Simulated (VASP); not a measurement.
# SiC in VASP: further runs

The runs below take SiC through single point, with PBE.

All numbers are computed with VASP 6.6.1; they aren't measurements. Logs are shortened: lines on timing, memory, paths and dates and some standing lists are left out, and cuts for length are marked.

### 1 The cell of the first run

It takes space group I-4m2 (No. 119, tetragonal). Conventional cell: a = 3.174 Å, b = 3.174 Å, c = 4.599 Å, α = 90.00°, β = 90.00°, γ = 90.00°. Within 2.6 Å of Si (site symmetry -4m2) lie 4 C at 1.96 Å. Within 2.6 Å of C (site symmetry -4m2) lie 4 Si at 1.96 Å.

### 2 Single point, PBE (strain +0.025 along x and y, +0.050 along z)

Contents of INCAR:

```
SYSTEM = SiC
ALGO = Normal ; EDIFF = 1E-7
ENCUT = 520 ; GGA = PE
ISIF = 2 ; ISMEAR = 0
LASPH = .TRUE. ; LCHARG = .FALSE.
LREAL = .FALSE. ; LWAVE = .FALSE.
NBANDS = 11 ; NELM = 60
PREC = Accurate ; SIGMA = 0.05
```

Contents of KPOINTS:

```
k-points
0
G
  10 10 10
  0 0 0
```

Contents of POSCAR:

```
SiC
1.0
    0.0000000000      2.2446106974      2.2993572998
    2.2446106974      0.0000000000      2.2993572998
    2.2446106974      2.2446106974      0.0000000000
Si C
1 1
Direct
    0.0000000000      0.0000000000      0.0000000000
    0.7500000000      0.7500000000      0.7500000000
```

Potentials or basis: VASP PAW PBE potentials, release 64 (Si, C).

Launch:

```
> cat potpaw_PBE.64/Si/POTCAR potpaw_PBE.64/C/POTCAR > POTCAR
> mpirun -np 1 vasp_std > vasp.out
```

OUTCAR:

```text
SYSTEM = SiC
   EDIFF = 1E-7
   ENCUT = 520
   GGA = PE
   ISIF = 2
   ISMEAR = 0
   LASPH = .TRUE.
   LREAL = .FALSE.
   NELM = 60
   PREC = Accurate

 ion  position               nearest neighbor table
   1  0.000  0.000  0.000-   2 1.96   2 1.96   2 1.96   2 1.96
   2  0.750  0.750  0.750-   1 1.96   1 1.96   1 1.96   1 1.96

  LATTYP: Found a body centered tetragonal cell.
 ALAT       =     3.1743588905
 C/A-ratio  =     1.4487065761

  Lattice vectors:

 A1 = (  -2.2446106974,   0.0000000000,   2.2993572998)
 A2 = (   2.2446106974,   0.0000000000,   2.2993572998)
 A3 = (   0.0000000000,   2.2446106974,  -2.2993572998)

Analysis of symmetry for initial positions (statically):
=====================================================================
 Subroutine PRICEL returns:
 Original cell was already a primitive cell.

 Routine SETGRP: Setting up the symmetry group for a
 body centered tetragonal supercell.

 Subroutine GETGRP returns: Found  8 space group operations
 (whereof  8 operations were pure point group operations)
 out of a pool of 16 trial point group operations.

The static configuration has the point symmetry D_2d.

Analysis of symmetry for dynamics (positions and initial velocities):
=====================================================================
 Subroutine PRICEL returns:
 Original cell was already a primitive cell.

 Routine SETGRP: Setting up the symmetry group for a
 body centered tetragonal supercell.

 Subroutine GETGRP returns: Found  8 space group operations
 (whereof  8 operations were pure point group operations)
 out of a pool of 16 trial point group operations.

The dynamic configuration has the point symmetry D_2d.

 Subroutine INISYM returns: Found  8 space group operations
 (whereof  8 operations are pure point group operations),
 and found     1 'primitive' translations

----------------------------------------------------------------------------------------

                                     Primitive cell

  volume of cell :      23.1696

  direct lattice vectors                    reciprocal lattice vectors
     0.000000000  2.244610697  2.299357300    -0.222755777  0.222755777  0.217452068
     2.244610697  0.000000000  2.299357300     0.222755777 -0.222755777  0.217452068
     2.244610697  2.244610697  0.000000000     0.222755777  0.222755777 -0.217452068

  length of vectors
     3.213303779  3.213303779  3.174358891     0.382786722  0.382786722  0.382786722

  position of ions in fractional coordinates (direct lattice)
     0.000000000  0.000000000  0.000000000
     0.750000000  0.750000000  0.750000000

  ion indices of the primitive-cell ions
   primitive index   ion index
                 1           1
                 2           2

----------------------------------------------------------------------------------------

 KPOINTS: k-points

Automatic generation of k-mesh.
 Grid dimensions read from file:
 generate k-points for:   10   10   10

 Generating k-lattice:

  Cartesian coordinates                     Fractional coordinates (reciprocal lattice)
    -0.022275578  0.022275578  0.021745207     0.100000000 -0.000000000  0.000000000
     0.022275578 -0.022275578  0.021745207    -0.000000000  0.100000000  0.000000000
     0.022275578  0.022275578 -0.021745207     0.000000000  0.000000000  0.100000000

  Length of vectors
     0.038278672  0.038278672  0.038278672

  Shift w.r.t. Gamma in fractional coordinates (k-lattice)
     0.000000000  0.000000000  0.000000000

 Subroutine IBZKPT returns following result:
 ===========================================

 Found    102 irreducible k-points:

 Following reciprocal coordinates:
            Coordinates               Weight
  0.000000  0.000000  0.000000      1.000000
  0.100000  0.000000  0.000000      8.000000
  0.200000  0.000000  0.000000      8.000000
  0.300000 -0.000000  0.000000      8.000000
  0.400000  0.000000  0.000000      8.000000
  0.500000 -0.000000  0.000000      4.000000
[... 16 lines left out ...]
  0.300000  0.300000  0.000000      2.000000
  0.400000  0.300000  0.000000      8.000000
 [... further k-points ...]
   k-points           NKPTS =    102   k-points in BZ     NKDIM =    102   number of bands    NBANDS=     11
   number of dos      NEDOS =    301   number of ions     NIONS =      2
   total plane-waves  NPLWV =  13824
   dimension x,y,z NGX =    24 NGY =   24 NGZ =   24
   dimension x,y,z NGXF=    48 NGYF=   48 NGZF=   48
   ions per type =               1   1
   NGX,Y,Z   is equivalent  to a cutoff of  12.42, 12.42, 12.57 a.u.
   NGXF,Y,Z  is equivalent  to a cutoff of  24.83, 24.83, 25.14 a.u.
 SYSTEM =  SiC
   PREC   = accura    normal or accurate (medium, high low for compatibility)
   ISTART =      0    job   : 0-new  1-cont  2-samecut
   ICHARG =      2    charge: 1-file 2-atom 10-const
   ISPIN  =      1    spin polarized calculation?
   LNONCOLLINEAR =      F non collinear calculations
   LSORBIT =      F    spin-orbit coupling
   LASPH  =      T    aspherical Exc in radial PAW
   ENCUT  =  520.0 eV  38.22 Ry    6.18 a.u.   5.97  5.97  5.90*2*pi/ulx,y,z
   NELM   =     60;   NELMIN=  2; NELMDL= -5     # of ELM steps
   EDIFF  = 0.1E-06   stopping-criterion for ELM
   LREAL  =      F    real-space projection
   EDIFFG = 0.1E-05   stopping-criterion for IOM
   NSW    =      0    number of steps for IOM
   IBRION =     -1    ionic relax: 0-MD 1-quasi-New 2-CG
   NFREE  =      0    steps in history (QN), initial steepest desc. (CG)
   ISIF   =      2    stress and relaxation
   ISYM   =      2    0-nonsym 1-usesym 2-fastsym
   POTIM  = 0.5000    time-step for ionic-motion
   TEBEG  =    0.0;   TEEND  =   0.0 temperature during run
   PSTRESS=    0.0 pullay stress
   NELECT =       8.0000    total number of electrons
   NUPDOWN=      -1.0000    fix difference up-down
   EMIN   =  10.00;   EMAX   =-10.00  energy-range for DOS
   EFERMI =   0.00;   METHOD = LEGACY
   ISMEAR =     0;   SIGMA  =   0.05  broadening in eV -4-tet -1-fermi 0-gaus
   EFERMI_NEDOS =   21; number of points for ismear=-14 and -15
   IALGO  =     38    algorithm
   IMIX   =      4    mixing-type and parameters
     AMIX     =   0.40;   BMIX     =  1.00
     AMIX_MAG =   1.60;   BMIX_MAG =  1.00
  volume/ion in A,a.u.               =      11.58        78.18
  Fermi-wavevector in a.u.,A,eV,Ry     =   1.148503  2.170355 17.946877  1.319058
  Thomas-Fermi vector in A             =   2.285177
   LORBIT       =      0    0 simple, 1 ext, 2 COOP (PROOUT), +10 PAW based schemes
   GGA     = PE    functional components
   LHFCALC =     F    Hartree Fock is set to
   AEXX    =    0.0000 exact exchange contribution
   IVDW    =     0    specifies the selected vdW correction
   LEPSILON=     F    determine dielectric tensor
   LRPA    =     F    only Hartree local field effects (RPA)
 non-spin polarized calculation
 Gauss-broadening in eV      SIGMA  =   0.05
  energy-cutoff  :      520.00
  volume of cell :       23.17
 maximum number of plane-waves:       640
   NGX = 11   NGY = 11   NGZ = 11

 number of electron       7.9999999 magnetization

 Free energy of the ion-electron system (eV)
  ---------------------------------------------------
  ext. energy  EPLUGINS =         0.00000000
  ---------------------------------------------------
  free energy    TOTEN  =       -14.92785975 eV

  energy without entropy =      -14.92785975  energy(sigma->0) =      -14.92785975

 E-fermi :   7.2334     XC(G=0): -10.8693

 val. band max:        6.9434449173   @ k =   0.0000   0.0000   0.0000
 cond. band min:       8.2760494803   @ k =   0.5000   0.0000   0.5000
 fundamental gap:      1.3326045630
 Fermi energy:         7.2333754129

 k-point     1 :       0.0000    0.0000    0.0000
  band No.  band energies     occupation
      1      -7.6560      2.00000
      2       6.7788      2.00000
      3       6.9434      2.00000
      4       6.9434      2.00000
      5      11.8053      0.00000
      6      13.4312      0.00000
      7      13.4312      0.00000
      8      13.5021      0.00000
      9      20.3995      0.00000
     10      21.0937      0.00000
     11      21.6920      0.00000

 k-point     2 :       0.1000    0.0000    0.0000
  band No.  band energies     occupation
      1      -7.4777      2.00000
      2       5.8818      2.00000
      3       6.6990      2.00000
      4       6.8228      2.00000
      5      12.1980      0.00000
      6      13.5637      0.00000
      7      13.6662      0.00000
      8      13.7501      0.00000
      9      19.6094      0.00000
     10      20.1715      0.00000
     11      22.0839      0.00000

 k-point     3 :       0.2000    0.0000    0.0000
  band No.  band energies     occupation
      1      -6.9519      2.00000
      2       3.8697      2.00000
      3       6.3736      2.00000
      4       6.5470      2.00000
      5      12.0734      0.00000
      6      14.0109      0.00000
      7      14.0895      0.00000
      8      14.6858      0.00000
      9      19.1076      0.00000
     10      19.4180      0.00000
     11      21.4352      0.00000

 k-point     4 :       0.3000   -0.0000    0.0000
  band No.  band energies     occupation
      1      -6.1164      2.00000
      2       1.7224      2.00000
      3       6.0420      2.00000
      4       6.2642      2.00000
      5      11.6742      0.00000
      6      13.9573      0.00000
      7      14.1617      0.00000
      8      15.7587      0.00000
      9      19.8834      0.00000
     10      19.9184      0.00000
     11      21.0490      0.00000

 k-point     5 :       0.4000    0.0000    0.0000
  band No.  band energies     occupation
      1      -5.1036      2.00000
      2      -0.1446      2.00000
      3       5.8117      2.00000
      4       6.0693      2.00000
      5      11.3887      0.00000
      6      13.6829      0.00000
      7      13.9407      0.00000
      8      16.2403      0.00000
      9      21.2806      0.00000
     10      21.4978      0.00000
     11      21.8136      0.00000
[... 211 lines left out ...]
 k-point    21 :      -0.3000    0.2000    0.0000
  band No.  band energies     occupation
      1      -4.8616      2.00000
      2       0.7237      2.00000
      3       3.1808      2.00000
      4       5.9091      2.00000
      5      12.2482      0.00000
      6      14.1842      0.00000
      7      15.0594      0.00000
      8      16.0004      0.00000
      9      19.0131      0.00000
     10      21.4027      0.00000
     11      24.4252      0.00000

 k-point    22 :      -0.2000    0.2000    0.0000
  band No.  band energies     occupation
      1      -5.8105      2.00000
      2       2.1975      2.00000
      3       3.7691      2.00000
      4       6.3750      2.00000
      5      13.0000      0.00000
      6      13.9170      0.00000
      7      14.5946      0.00000
      8      15.0310      0.00000
      9      18.0509      0.00000
     10      21.3961      0.00000
     11      24.3759      0.00000

 k-point    23 :       0.3000    0.3000    0.0000
  band No.  band energies     occupation
      1      -5.6462      2.00000
      2       2.3977      2.00000
      3       4.8184      2.00000
      4       4.8184      2.00000
      5       9.9388      0.00000
      6      12.2309      0.00000
      7      17.3716      0.00000
      8      17.3716      0.00000
      9      17.8184      0.00000
     10      23.3774      0.00000
     11      26.7068      0.00000

 k-point    24 :       0.4000    0.3000    0.0000
  band No.  band energies     occupation
      1      -4.8778      2.00000
      2       1.2960      2.00000
      3       4.0382      2.00000
      4       4.5849      2.00000
      5       9.7702      0.00000
      6      12.2736      0.00000
      7      17.2800      0.00000
      8      17.8341      0.00000
      9      19.2552      0.00000
     10      24.0916      0.00000
     11      26.2971      0.00000

 [... further k-points ...]
[... 5 lines left out ...]
  --------------------------------------------------------------------------------------
  -------------------------------------------------------------------------------------
  Total       -2.1874876     -2.1874876     -3.0901443      0.0000000      0.0000000      0.0000000
  in kB     -151.2647248   -151.2647248   -213.6834214      0.0000000      0.0000000      0.0000000
  external PRESSURE =    -172.0709570 kB  Pullay stress =       0.0000000 kB

 VOLUME and BASIS-vectors are now :
 -----------------------------------------------------------------------------
  energy-cutoff  :      520.00
  volume of cell :       23.17
      direct lattice vectors                 reciprocal lattice vectors
     0.000000000  2.244610697  2.299357300    -0.222755777  0.222755777  0.217452068
     2.244610697  0.000000000  2.299357300     0.222755777 -0.222755777  0.217452068
     2.244610697  2.244610697  0.000000000     0.222755777  0.222755777 -0.217452068

 POSITION                                       TOTAL-FORCE (eV/Angst)
 -----------------------------------------------------------------------------------
      0.00000      0.00000      0.00000        -0.000000     -0.000000      0.000000
      3.36692      3.36692      3.44904         0.000000      0.000000     -0.000000
 -----------------------------------------------------------------------------------
    total drift:                               -0.000000     -0.000000     -0.000000

  FREE ENERGIE OF THE ION-ELECTRON SYSTEM (eV)
  ---------------------------------------------------
  free  energy   TOTEN  =       -14.9278597511 eV

  energy  without entropy=      -14.9278597511  energy(sigma->0) =      -14.92785975
```

Wall time 7.7 s (1 thread of Intel Xeon 6975P-C (Granite Rapids), shared host); peak memory 0.14 GiB.

Results:

```
Free energy            : -14.9279 eV
Pressure               : -17.2 GPa
Band gap on the k mesh : 1.33 eV, indirect (least direct gap 4.40 eV)
```

Stress tensor (GPa, compression positive):
```
-15.13   0.00   0.00
  0.00 -15.13   0.00
  0.00   0.00 -21.37
```

Caveat: the cell differs from its parent crystal (strain +0.025 along x and y, +0.050 along z).

### 3 Single point, PBE (strain +0.050 along x and y, +0.025 along z)

Contents of INCAR:

```
SYSTEM = SiC
PREC = Accurate ; ENCUT = 520
EDIFF = 1E-7 ; ISMEAR = 0
SIGMA = 0.05 ; LREAL = .FALSE.
LASPH = .TRUE. ; NELM = 100
ALGO = Normal ; ISIF = 2
LWAVE = .FALSE. ; LCHARG = .TRUE.
GGA = PE ; LELF = .TRUE.
LVHAR = .TRUE. ; NBANDS = 11
```

Contents of KPOINTS:

```
regular mesh
0
G
  10 10 10
  0 0 0
```

Contents of POSCAR:

```
SiC
1.0
    0.0000000000      2.2993572998      2.2446106974
    2.2993572998      0.0000000000      2.2446106974
    2.2993572998      2.2993572998      0.0000000000
Si C
1 1
Direct
    0.0000000000      0.0000000000      0.0000000000
    0.7500000000      0.7500000000      0.7500000000
```

Potentials or basis: VASP PAW PBE potentials, release 64 (Si, C).

Launch:

```
> cat potpaw_PBE.64/Si/POTCAR potpaw_PBE.64/C/POTCAR > POTCAR
> mpirun -np 1 vasp_std > vasp.out
```

It took 8.4 s on 1 thread of Intel Xeon 6975P-C (Granite Rapids), shared host; peak memory 0.15 GiB.

The run converged. Its results:

- Free energy: -14.8620 eV
- Pressure: -20.4 GPa
- Band gap on the k mesh: 1.24 eV, indirect (least direct gap 4.36 eV)

Stress tensor (GPa, compression positive):
```
-22.28   0.00   0.00
  0.00 -22.28   0.00
  0.00   0.00 -16.62
```

Levels at points of the mesh, in eV from the valence-band top:
```
           k point  band 1  band 2  band 3  band 4  band 5  band 6  band 7  band 8  band 9
(0.00, 0.00, 0.00)  -14.47   -0.15   -0.15    0.00    4.54    6.27    6.34    6.34   13.31
(0.50, 0.00, 0.00)  -11.38   -7.92   -1.24   -0.99    4.10    6.44    6.77    9.20   14.53
(0.50, 0.50, 0.00)   -9.97   -7.32   -3.17   -3.17    1.24    3.51   12.33   12.33   13.20
(0.50, 0.00, 0.50)  -10.12   -7.58   -2.96   -2.92    1.44    3.90   12.09   12.69   12.86
```

Caveat: the cell differs from its parent crystal (strain +0.050 along x and y, +0.025 along z). A k mesh can miss the band edges.

### 4 Single point, PBE (strain -0.050 along x and y, -0.050 along z)

Contents of INCAR:

```
PREC = Accurate
ENCUT = 520
EDIFF = 1E-6
ISMEAR = 0
SIGMA = 0.05
LREAL = F
LASPH = T
NELM = 80
ALGO = Normal
ISIF = 2
LWAVE = F
LCHARG = T
GGA = PE
LELF = T
LVHAR = T
NBANDS = 11
```

Contents of KPOINTS:

```
Automatic mesh
0
Gamma
  10 10 10
```

Contents of POSCAR:

```
SiC
1.0
    0.0000000000      2.0803708902      2.0803708902
    2.0803708902      0.0000000000      2.0803708902
    2.0803708902      2.0803708902      0.0000000000
Si C
1 1
Direct
    0.0000000000      0.0000000000      0.0000000000
    0.7500000000      0.7500000000      0.7500000000
```

Launch:

```
> cat potpaw_PBE.64/Si/POTCAR potpaw_PBE.64/C/POTCAR > POTCAR
> mpirun -np 1 vasp_std > vasp.out
```

Wall time 6 s (1 thread of Intel Xeon Platinum 8488C (Sapphire Rapids), shared host); peak memory 0.13 GiB.

It converged, with:

```
Free energy            : -14.6981 eV
Pressure               : 43.9 GPa
Band gap on the k mesh : 1.21 eV, indirect (least direct gap 4.66 eV)
```

Levels at points of the mesh, in eV from the valence-band top:
```csv
k point,band 2,band 3,band 4,band 5,band 6,band 7
"(0.00, 0.00, 0.00)",0.00,0.00,0.00,7.89,8.35,8.35
"(0.50, 0.00, 0.00)",-9.34,-1.07,-1.07,6.74,7.81,7.81
"(0.50, 0.50, 0.00)",-8.27,-3.45,-3.45,1.21,4.84,15.71
```

Caveat: the cell differs from its parent crystal (strain -0.050 along x and y, -0.050 along z).

### 5 Summary

```tsv
cell	gap on the mesh (eV)	pressure (GPa)
a = 3.213, b = 3.213, c = 3.174 Å, angles 60.4, 60.4, 59.2°, 2 atoms	1.33	-17.2
a = 3.213, b = 3.213, c = 3.252 Å, angles 59.6, 59.6, 60.8°, 2 atoms	1.24	-20.4
a = 2.942 Å, angles 60.0°, 2 atoms	1.21	43.9
```

Alike in all rows: task single point; level PBE; potentials or basis VASP PAW PBE potentials, release 64 (Si, C); no spin polarisation; k mesh 10 × 10 × 10; cutoff (eV) 520; smearing gaussian 0.05 eV.

Absolute energies hang on the potentials; compare differences alone.
